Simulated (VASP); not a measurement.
# Be16H3N in VASP: single point with r2SCAN+D3(BJ)

Aim: the single point of Be16H3N with r2SCAN+D3(BJ).

All numbers are computed with VASP 6.6.1; they aren't measurements. Logs are shortened: lines on timing, memory, paths and dates and some standing lists are left out, and cuts for length are marked.

## 1. The cell of the first run

The cell holds a slab with vacuum, 20 atoms: a = 4.580 Å, b = 4.580 Å, c = 17.383 Å, α = 90.00°, β = 90.00°, γ = 60.00°.

## 2. Single point, r2SCAN+D3(BJ)

Contents of POSCAR:

```
Be16H3N
1.0
    4.5800000000      0.0000000000      0.0000000000
    2.2900000000      3.9663960000      0.0000000000
    0.0000000000      0.0000000000     17.3826450000
Be N H
16 1 3
Direct
   -0.1666667000      0.3333333000      0.0575286000
    0.3333333000      0.3333333000      0.0575286000
   -0.1666667000      0.8333333000      0.0575286000
    0.3333333000      0.8333333000      0.0575286000
    0.0002095505     -0.0005793019      0.1611483322
    0.4999822805     -0.0000128115      0.1639082723
    0.0003302686      0.5002102088      0.1611439751
    0.4994162022      0.5003421474      0.1611467443
   -0.1666907365      0.3333266091      0.2611797923
    0.3326554618      0.3352145612      0.2651765369
   -0.1648087482      0.8320944876      0.2651812508
    0.3320846912      0.8326746533      0.2651978009
   -0.0018820175      0.0027961989      0.3640891780
    0.4999646889     -0.0000224802      0.3886819894
   -0.0010190590      0.4981772010      0.3640835666
    0.5027854157      0.4989164578      0.3640898483
    0.4998107796     -0.0003612936      0.4940742962
    0.5123592349      0.2013005560      0.5141108384
    0.2854452721      0.0121117912      0.5139737903
    0.7015233576     -0.2147866561      0.5140104818
```

Contents of INCAR.step1:

```
SYSTEM = Be16H3N
PREC = Accurate
ENCUT = 520
ISMEAR = -1
SIGMA = 0.1
LREAL = Auto
LASPH = .True.
NELM = 80
NBANDS = 36
GGA = PE
ALGO = Normal
EDIFF = 1E-4
LWAVE = .True.
LCHARG = .False.
```

Contents of INCAR.step2:

```
SYSTEM = Be16H3N
PREC = Accurate
ENCUT = 520
EDIFF = 1E-6
ISMEAR = -1
SIGMA = 0.1
LREAL = Auto
LASPH = .True.
NELM = 80
ALGO = Normal
ISIF = 2
LWAVE = .False.
LCHARG = .False.
METAGGA = R2SCAN
LMIXTAU = .True.
IVDW = 12
VDW_S6 = 1.0
VDW_S8 = 0.78981345
VDW_A1 = 0.49484001
VDW_A2 = 5.73083694
NBANDS = 36
ISTART = 1
```

Contents of KPOINTS:

```
regular mesh
0
Gamma
  6 6 1
  0 0 0
```

Potentials or basis: VASP PAW PBE potentials, release 64 (Be, N, H).

On the command line:

```
> cat potpaw_PBE.64/Be/POTCAR potpaw_PBE.64/N/POTCAR potpaw_PBE.64/H/POTCAR > POTCAR
> cp INCAR.step1 INCAR
> mpirun -np 1 vasp_std > vasp.out
> cp INCAR.step2 INCAR
> mpirun -np 1 vasp_std > vasp.out
```

OUTCAR:

```text
SYSTEM = Be16H3N
   PREC = Accurate
   ENCUT = 520
   EDIFF = 1E-6
   ISMEAR = -1
   LREAL = Auto
   LASPH = .True.
   NELM = 80
   ISIF = 2
   METAGGA = R2SCAN
   IVDW = 12
   ISTART = 1
 IVDW          = 12

 ion  position               nearest neighbor table
   1  0.833  0.333  0.058-   7 2.24   8 2.24   5 2.24   3 2.29   3 2.29   4 2.29   4 2.29   2 2.29
                             2 2.29
   2  0.333  0.333  0.058-   7 2.23   8 2.23   6 2.27   4 2.29   3 2.29   4 2.29   3 2.29   1 2.29
                             1 2.29
   3  0.833  0.833  0.058-   5 2.23   7 2.23   6 2.27   1 2.29   1 2.29   2 2.29   2 2.29   4 2.29
                             4 2.29
   4  0.333  0.833  0.058-   8 2.23   5 2.23   6 2.27   2 2.29   1 2.29   2 2.29   1 2.29   3 2.29
                             3 2.29
   5  0.000  0.999  0.161-   9 2.19   3 2.23   4 2.23   1 2.24  12 2.24  11 2.24   8 2.29   7 2.29
                             6 2.29   6 2.29   7 2.29   8 2.29
   6  0.500  1.000  0.164-  10 2.21  11 2.21  12 2.21   4 2.27   2 2.27   3 2.27   8 2.29   7 2.29
                             5 2.29   5 2.29   7 2.29   8 2.29
   7  0.000  0.500  0.161-   9 2.19   2 2.23   3 2.23   1 2.24  11 2.24  10 2.24   5 2.29   8 2.29
                             6 2.29   6 2.29   8 2.29   5 2.29
   8  0.499  0.500  0.161-   9 2.19   4 2.23   2 2.23   1 2.24  10 2.24  12 2.24   5 2.29   7 2.29
                             6 2.29   6 2.29   7 2.29   5 2.29
   9  0.833  0.333  0.261-   8 2.19   5 2.19   7 2.19  15 2.22  16 2.22  13 2.22  11 2.29  10 2.29
                            12 2.29  12 2.29  10 2.29  11 2.29
  10  0.333  0.335  0.265-  15 2.17  16 2.17   6 2.21   8 2.24   7 2.24  11 2.28  12 2.28   9 2.29
                             9 2.29  12 2.30  11 2.30
  11  0.835  0.832  0.265-  13 2.17  15 2.17   6 2.21   7 2.24   5 2.24  10 2.28  12 2.28   9 2.29
                             9 2.29  12 2.30  10 2.30
  12  0.332  0.833  0.265-  16 2.17  13 2.17   6 2.21   5 2.24   8 2.24  10 2.28  11 2.28   9 2.29
                             9 2.29  11 2.30  10 2.30
  13  0.998  0.003  0.364-  11 2.17  12 2.17   9 2.22  16 2.27  15 2.27  15 2.31  16 2.31  14 2.33
                            14 2.33
  14  0.500  1.000  0.389-  17 1.83  13 2.33  15 2.33  16 2.33  16 2.33  15 2.33  13 2.33
  15  0.999  0.498  0.364-  10 2.17  11 2.17   9 2.22  13 2.27  16 2.27  16 2.31  13 2.31  14 2.33
                            14 2.33
  16  0.503  0.499  0.364-  12 2.17  10 2.17   9 2.22  13 2.27  15 2.27  15 2.31  13 2.31  14 2.33
                            14 2.33
  17  0.500  1.000  0.494-  18 1.02  19 1.02  20 1.02  14 1.83
  18  0.512  0.201  0.514-  17 1.02
  19  0.285  0.012  0.514-  17 1.02
  20  0.702  0.785  0.514-  17 1.02

  LATTYP: Found a hexagonal cell.
 ALAT       =     4.5799996975
 C/A-ratio  =     3.7953375869

  Lattice vectors:

 A1 = (  -2.2900000000,  -3.9663960000,   0.0000000000)
 A2 = (   4.5800000000,   0.0000000000,   0.0000000000)
 A3 = (   0.0000000000,   0.0000000000,  17.3826450000)

Analysis of symmetry for initial positions (statically):
=====================================================================
 Subroutine PRICEL returns:
 Original cell was already a primitive cell.

 Routine SETGRP: Setting up the symmetry group for a
 hexagonal supercell.

 Subroutine GETGRP returns: Found  1 space group operations
 (whereof  1 operations were pure point group operations)
 out of a pool of 24 trial point group operations.

The static configuration has the point symmetry C_1 .

Analysis of symmetry for dynamics (positions and initial velocities):
=====================================================================
 Subroutine PRICEL returns:
 Original cell was already a primitive cell.

 Routine SETGRP: Setting up the symmetry group for a
 hexagonal supercell.

 Subroutine GETGRP returns: Found  1 space group operations
 (whereof  1 operations were pure point group operations)
 out of a pool of 24 trial point group operations.

The dynamic configuration has the point symmetry C_1 .

 Subroutine INISYM returns: Found  1 space group operations
 (whereof  1 operations are pure point group operations),
 and found     1 'primitive' translations

----------------------------------------------------------------------------------------

                                     Primitive cell

  volume of cell :     315.7748

  direct lattice vectors                    reciprocal lattice vectors
     4.580000000  0.000000000  0.000000000     0.218340611 -0.126059022  0.000000000
[... 56 lines left out ...]
 Grid dimensions read from file:
 generate k-points for:    6    6    1

 Generating k-lattice:

  Cartesian coordinates                     Fractional coordinates (reciprocal lattice)
     0.036390102 -0.021009837  0.000000000     0.166666667  0.000000000  0.000000000
     0.000000000  0.042019674  0.000000000     0.000000000  0.166666667  0.000000000
     0.000000000  0.000000000  0.057528644     0.000000000  0.000000000  1.000000000

  Length of vectors
     0.042019671  0.042019674  0.057528644

  Shift w.r.t. Gamma in fractional coordinates (k-lattice)
     0.000000000  0.000000000  0.000000000

 Subroutine IBZKPT returns following result:
 ===========================================

 Found     20 irreducible k-points:

 Following reciprocal coordinates:
            Coordinates               Weight
  0.000000  0.000000  0.000000      1.000000
  0.166667 -0.000000  0.000000      2.000000
  0.166667  0.166667  0.000000      2.000000
  0.000000  0.166667  0.000000      2.000000
  0.333333  0.000000  0.000000      2.000000
  0.333333  0.333333  0.000000      2.000000
[... 12 lines left out ...]
  0.500000 -0.333333  0.000000      2.000000
 -0.333333  0.333333  0.000000      2.000000
   k-points           NKPTS =     20   k-points in BZ     NKDIM =     20   number of bands    NBANDS=     36
   number of dos      NEDOS =    301   number of ions     NIONS =     20
   total plane-waves  NPLWV = 181440
   dimension x,y,z NGX =    36 NGY =   36 NGZ =  140
   dimension x,y,z NGXF=    72 NGYF=   72 NGZF=  280
   ions per type =              16   1   3
   NGX,Y,Z   is equivalent  to a cutoff of  13.07, 13.07, 13.39 a.u.
   NGXF,Y,Z  is equivalent  to a cutoff of  26.13, 26.13, 26.78 a.u.
 SYSTEM =  Be16H3N
   PREC   = accura    normal or accurate (medium, high low for compatibility)
   ISTART =      1    job   : 0-new  1-cont  2-samecut
   ICHARG =      0    charge: 1-file 2-atom 10-const
   ISPIN  =      1    spin polarized calculation?
   LNONCOLLINEAR =      F non collinear calculations
   LSORBIT =      F    spin-orbit coupling
   LASPH  =      T    aspherical Exc in radial PAW
   ENCUT  =  520.0 eV  38.22 Ry    6.18 a.u.   8.52  8.52 32.32*2*pi/ulx,y,z
   NELM   =     80;   NELMIN=  2; NELMDL=  0     # of ELM steps
   EDIFF  = 0.1E-05   stopping-criterion for ELM
   LREAL  =      T    real-space projection
   EDIFFG = 0.1E-04   stopping-criterion for IOM
   NSW    =      0    number of steps for IOM
   IBRION =     -1    ionic relax: 0-MD 1-quasi-New 2-CG
   NFREE  =      0    steps in history (QN), initial steepest desc. (CG)
   ISIF   =      2    stress and relaxation
   ISYM   =      2    0-nonsym 1-usesym 2-fastsym
   POTIM  = 0.5000    time-step for ionic-motion
   TEBEG  =    0.0;   TEEND  =   0.0 temperature during run
   PSTRESS=    0.0 pullay stress
   NELECT =      40.0000    total number of electrons
   NUPDOWN=      -1.0000    fix difference up-down
   EMIN   =  10.00;   EMAX   =-10.00  energy-range for DOS
   EFERMI =   0.00;   METHOD = LEGACY
   ISMEAR =    -1;   SIGMA  =   0.10  broadening in eV -4-tet -1-fermi 0-gaus
   EFERMI_NEDOS =   21; number of points for ismear=-14 and -15
   IALGO  =     38    algorithm
   IMIX   =      4    mixing-type and parameters
     AMIX     =   0.40;   BMIX     =  1.00
     AMIX_MAG =   1.60;   BMIX_MAG =  1.00
  volume/ion in A,a.u.               =      15.79       106.55
  Fermi-wavevector in a.u.,A,eV,Ry     =   0.822184  1.553702  9.197355  0.675987
  Thomas-Fermi vector in A             =   1.933474
   LORBIT       =      0    0 simple, 1 ext, 2 COOP (PROOUT), +10 PAW based schemes
   METAGGA = R2SCAN    functional components
   LHFCALC =     F    Hartree Fock is set to
   AEXX    =    0.0000 exact exchange contribution
   IVDW    =    12    specifies the selected vdW correction
   LEPSILON=     F    determine dielectric tensor
   LRPA    =     F    only Hartree local field effects (RPA)
 non-spin polarized calculation
  energy-cutoff  :      520.00
  volume of cell :      315.77
 maximum number of plane-waves:      8615
 NGX is ok and might be reduce to    36
   NGX = 17   NGY = 17   NGZ = 65

 number of electron      39.9999999 magnetization

 Free energy of the ion-electron system (eV)
  ---------------------------------------------------
  ext. energy  EPLUGINS =         0.00000000
  ---------------------------------------------------
  free energy    TOTEN  =       -86.08280510 eV

  energy without entropy =      -85.92063017  energy(sigma->0) =      -86.00171764

 E-fermi :   0.9636     XC(G=0):  -6.4104

 val. band max:        0.9543593147   @ k =   0.5000   0.0000   0.0000
 cond. band min:       0.9710652878   @ k =   0.1667   0.3333   0.0000
 fundamental gap:      0.0167059731
 Fermi energy:         0.9636071829

 k-point     1 :       0.0000    0.0000    0.0000
  band No.  band energies     occupation
      1     -19.8441      2.00000
      2      -9.8168      2.00000
      3      -9.0922      2.00000
      4      -9.0915      2.00000
      5      -8.2920      2.00000
      6      -6.3898      2.00000
[... 689 lines left out ...]
     31       6.4687      0.00000
     32       6.8831      0.00000
 [bands above 32 left out]

------------------------ aborting loop because EDIFF is reached ----------------------------------------

 Edisp (eV)   -1.87715

 E8    (eV) :    -0.4998

  FORCE on cell =-STRESS in cart. coord.  units (eV):
  Direction    XX          YY          ZZ          XY          YZ          ZX
  --------------------------------------------------------------------------------------
  -------------------------------------------------------------------------------------
  Total      -9.32726    -9.33035    -0.13220     0.00219     0.00341     0.00499
  in kB     -47.32465   -47.34029    -0.67074     0.01110     0.01730     0.02530
  external pressure =      -31.78 kB  Pullay stress =        0.00 kB

 VOLUME and BASIS-vectors are now :
 -----------------------------------------------------------------------------
  energy-cutoff  :      520.00
  volume of cell :      315.77
      direct lattice vectors                 reciprocal lattice vectors
     4.580000000  0.000000000  0.000000000     0.218340611 -0.126059022  0.000000000
     2.290000000  3.966396000  0.000000000     0.000000000  0.252118044  0.000000000
     0.000000000  0.000000000 17.382645000     0.000000000  0.000000000  0.057528644

 POSITION                                       TOTAL-FORCE (eV/Angst)
 -----------------------------------------------------------------------------------
      4.58000      1.32213      1.00000        -0.000170     -0.000084     -0.086265
      2.29000      1.32213      1.00000        -0.000978     -0.091604      0.019832
      5.72500      3.30533      1.00000        -0.079004      0.046461      0.019930
      3.43500      3.30533      1.00000         0.079543      0.045027      0.020283
      2.28963      3.96410      2.80118         0.000014     -0.001641     -0.000656
      4.57989      3.96635      2.84916         0.000058      0.000047     -0.001675
[... 12 lines left out ...]
      1.33508      0.04804      8.93422        -0.083654      0.004735      0.018816
      5.01112      3.11447      8.93486         0.037999     -0.074712      0.018465
 -----------------------------------------------------------------------------------
    total drift:                               -0.000323     -0.000216     -0.001852

  FREE ENERGIE OF THE ION-ELECTRON SYSTEM (eV)
  ---------------------------------------------------
  free  energy   TOTEN  =       -87.9599536463 eV

  energy  without entropy=      -87.7977787194  energy(sigma->0) =      -87.87886618
```

It took 12 min on 1 thread of Intel Xeon 6975P-C (Granite Rapids), shared host; peak memory 0.55 GiB.

What came out:

| Item | Value |
| --- | --- |
| Free energy | -87.9600 eV |
| Largest force | 0.094 eV/Å |
| Band gap on the k mesh | zero (bands 20 and 21 overlap by 2.29 eV) |
| Dispersion energy per atom | -0.094 eV |

Forces on the atoms (eV/Å):
```
Be   0.000  0.000 -0.086
Be  -0.001 -0.092  0.020
Be  -0.079  0.046  0.020
Be   0.080  0.045  0.020
Be   0.000 -0.002 -0.001
Be   0.000  0.000 -0.002
Be   0.001  0.001  0.000
Be  -0.001  0.001 -0.001
Be   0.000  0.000 -0.001
Be   0.000 -0.006 -0.003
Be  -0.005  0.003 -0.003
Be   0.005  0.003 -0.003
Be   0.001  0.000  0.010
Be   0.000  0.000 -0.022
Be   0.000  0.000  0.010
Be   0.000  0.000  0.011
N    0.001  0.000 -0.026
H    0.046  0.071  0.019
H   -0.084  0.005  0.019
H    0.038 -0.075  0.018
```

Caveat: there is no dipole correction, which matters where the two faces differ; the PAW data sets were made with another functional, which shifts forces and pressure a little.
